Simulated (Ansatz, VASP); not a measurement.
# One calculation of F, two programs

INCAR

```
ALGO = Normal ; EDIFF = 1E-6
ENCUT = 520 ; GGA = PS
ISIF = 2 ; ISMEAR = 0
LASPH = T ; LCHARG = F
LREAL = F ; LWAVE = F
NBANDS = 22 ; NELM = 60
PREC = Accurate ; SIGMA = 0.05
```

KPOINTS

```
k-points
0
Gamma
  4 4 2
```

File POSCAR:

```
F
1.0
    3.1856334639     -1.8604742729     -0.2457035347
    3.1856334639      1.8604742729     -0.2457035347
   -2.3864987958      0.0000000000      7.4470219456
F
4
Direct
    0.0848459664      0.0848459664      0.0940038325
    0.9151540336      0.9151540336      0.9059961675
    0.5015719855      0.5015719855      0.5937195244
    0.4984280145      0.4984280145      0.4062804756
```

Input for Ansatz:

```yaml
crystal:
  lattice:
    - [3.1856334639, -1.8604742729, -0.2457035347]
    - [3.1856334639, 1.8604742729, -0.2457035347]
    - [-2.3864987958, 0.0, 7.4470219456]
  atoms:
    - { symbol: F, position: [0.0848459664, 0.0848459664, 0.0940038325] }
    - { symbol: F, position: [0.9151540336, 0.9151540336, 0.9059961675] }
    - { symbol: F, position: [0.5015719855, 0.5015719855, 0.5937195244] }
    - { symbol: F, position: [0.4984280145, 0.4984280145, 0.4062804756] }
basis:
  ecutwfc: 520.0
kpoints:
  mp_grid: { grid: [4, 4, 2] }
hamiltonian:
  xc: pbesol
scf:
  occupations: { method: gaussian, width: 0.05 }
output:
  forces: true
  stress: true
  eigenvalues: true
```

Change from the starting cell: volume 21.523 Å^3 an atom, stretch along a over the lengths across it, relative to the relaxed cell 0.9841.

Alike in both runs: task single point; functional PBEsol; k mesh 4 × 4 × 2; occupations gaussian, width 0.05 eV; no spin polarisation.

|  | VASP | Ansatz |
| --- | --- | --- |
| version | VASP 6.6.1 | Ansatz 0.2.0 |
| potentials or method | VASP PAW PBE potentials, release 64 (F), cutoff 520 eV | scalar-relativistic, plane waves, PAW |
| valence electrons in the cell | 28 | 28 |

Ansatz gave:

* gap on the k mesh at the Fermi level (eV): 2.51
* least direct gap on the mesh (eV): 2.57
* pressure (GPa): -3.5
* traceless stress, the component that is largest in VASP (GPa): -5.38
* rms of the force components (eV/Å): 1.051

Problem. Which values does VASP return?

Solution. gap on the k mesh at the Fermi level (eV): 2.44; least direct gap on the mesh (eV): 2.50; pressure (GPa): -3.3; traceless stress, the component that is largest in VASP (GPa): -4.42; rms of the force components (eV/Å): 0.866.

VASP's potentials were made for PBE, not for PBEsol. Atom by atom the forces differ by 0.185 eV/Å (rms over components). The functional is the same, so the differences come from potentials, cutoffs and numerics.

The k mesh is coarse, so the values compare programs but aren't converged.
